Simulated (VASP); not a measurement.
# HfB2: single point with PBE

HfB2:

```
Hf B
1.0
     3.10827    0.00000    0.00000
    -1.55414    2.69184    0.00000
     0.00000    0.00000    3.44047
Hf B
1 2
Cartesian
  0.0000 0.0000 0.0000
  1.5541 0.8973 1.7202
  0.0000 1.7946 1.7202
```

| Property | Result |
| --- | --- |
| Program | VASP 6.6.1 |
| Task | single point |
| Functional | PBE |
| Potentials or basis | VASP PAW PBE potentials, release 64 (Hf_pv, B) |
| Cutoff | 520 eV |
| k mesh | 10 × 10 × 8 |
| Occupations | fermi-dirac, width 0.05 eV |
| Spin | no spin polarisation |

* Pressure: 9.7 GPa
* Band gap on the k mesh: zero (band 8 reaches 8.52 eV, above the bottom of band 9 at 7.67 eV)

Stress tensor (GPa, compression positive):
```
9.55 0.00 0.00
0.00 9.55 0.00
0.00 0.00 9.93
```

Levels at points of the mesh, in eV from the Fermi level:
| k point | band 4 | band 5 | band 6 | band 7 | band 8 | band 9 | band 10 | band 11 | band 12 | band 13 |
| --- | --- | --- | --- | --- | --- | --- | --- | --- | --- | --- |
| (0.00, 0.00, 0.00) | -13.82 | -2.97 | -2.86 | -2.86 | -2.65 | 4.30 | 4.30 | 4.96 | 4.96 | 5.24 |
| (0.50, 0.00, 0.00) | -9.82 | -8.97 | -4.12 | -3.36 | -2.85 | 2.29 | 2.94 | 5.94 | 6.05 | 6.64 |
| (0.00, 0.00, 0.50) | -11.27 | -8.38 | -1.10 | -1.10 | 0.43 | 0.43 | 1.14 | 1.14 | 2.46 | 5.28 |
| (0.50, 0.00, 0.50) | -10.39 | -7.44 | -4.98 | -4.71 | -2.50 | 4.29 | 4.48 | 6.61 | 7.65 | 7.76 |

It took 29 s on 1 thread of AMD EPYC 7R43 64-Core Processor (Zen 3), with other jobs on the host, peak memory 0.13 GiB.

Caveat: spin-orbit coupling is left out, which moves the levels of the heavy elements.
